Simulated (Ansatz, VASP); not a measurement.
# Two plane-wave programs on Be5H

```
CELL_PARAMETERS angstrom
-1.89261 1.89261 4.07795
1.89261 -1.89261 4.07795
1.89261 1.89261 -4.07795
ATOMIC_POSITIONS crystal
Be 0.50000 0.00000 0.50000
Be 0.00000 0.50000 0.50000
Be 0.50000 0.50000 0.00000
Be 0.75000 0.25000 0.50000
Be 0.25000 0.75000 0.50000
H 0.00000 0.00000 0.00000
```

Alike in both runs: functional PBE; k mesh 14 × 14 × 14; occupations gaussian, width 0.1 eV; no spin polarisation.

Ansatz relaxed the structure, and its values are those at the end. VASP's run is a single point on that final structure, the one shown.

```csv
,VASP,Ansatz
version,VASP 6.6.1,Ansatz 0.2.0
potentials or method,"VASP PAW PBE potentials, release 64 (Be, H), cutoff 520 eV","scalar-relativistic, plane waves, PAW"
valence electrons in the cell,11,11
```

|  | VASP | Ansatz | Ansatz less VASP |
| --- | --- | --- | --- |
| gap on the k mesh at the Fermi level (eV) | none | none | - |
| pressure (GPa) | 0.0 | 0.0 | -0.04 |

A gap of «none» marks a metal or a gap that the smearing closes. The functional is the same, so the differences come from potentials, cutoffs and numerics.
